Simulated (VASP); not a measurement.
Input of a VASP 6.6.1 run:

The input INCAR:

```
SYSTEM = Ga2O3
PREC = Accurate ; ENCUT = 520
EDIFF = 1E-6 ; ISMEAR = 0
SIGMA = 0.02 ; LREAL = .FALSE.
LASPH = .TRUE. ; NELM = 60
ALGO = Normal ; ISIF = 2
LWAVE = .FALSE. ; LCHARG = .FALSE.
NBANDS = 55
```

The input KPOINTS:

```
Automatic mesh
0
G
  6 6 6
  0 0 0
```

The input POSCAR:

```
Ga2O3
1.0
    2.4967867128      1.4415204807      4.4888555198
   -2.4967867128      1.4415204807      4.4888555198
    0.0000000000     -2.8830409614      4.4888555198
Ga O
4 6
Direct
    0.8556584657      0.8556584657      0.8556584657
    0.6443415343      0.6443415343      0.6443415343
    0.1443415343      0.1443415343      0.1443415343
    0.3556584657      0.3556584657      0.3556584657
    0.0527454720      0.4472545280      0.7500000000
    0.7500000000      0.0527454720      0.4472545280
    0.4472545280      0.7500000000      0.0527454720
    0.9472545280      0.5527454720      0.2500000000
    0.2500000000      0.9472545280      0.5527454720
    0.5527454720      0.2500000000      0.9472545280
```

Potentials or basis: VASP PAW LDA potentials, release 64 (Ga_d, O).

Launch:

```sh
$ cat potpaw_LDA.64/Ga_d/POTCAR potpaw_LDA.64/O/POTCAR > POTCAR
$ mpirun -np 1 vasp_std > vasp.out
```

What does it give for the band gap on the k mesh?

2.74 eV, indirect (least direct gap 2.99 eV).

What does it give for the pressure?

-4.7 GPa.

Stress tensor (GPa, compression positive):
```
-4.55  0.00  0.00
 0.00 -4.55  0.00
 0.00  0.00 -4.98
```

 A k mesh can miss the band edges.
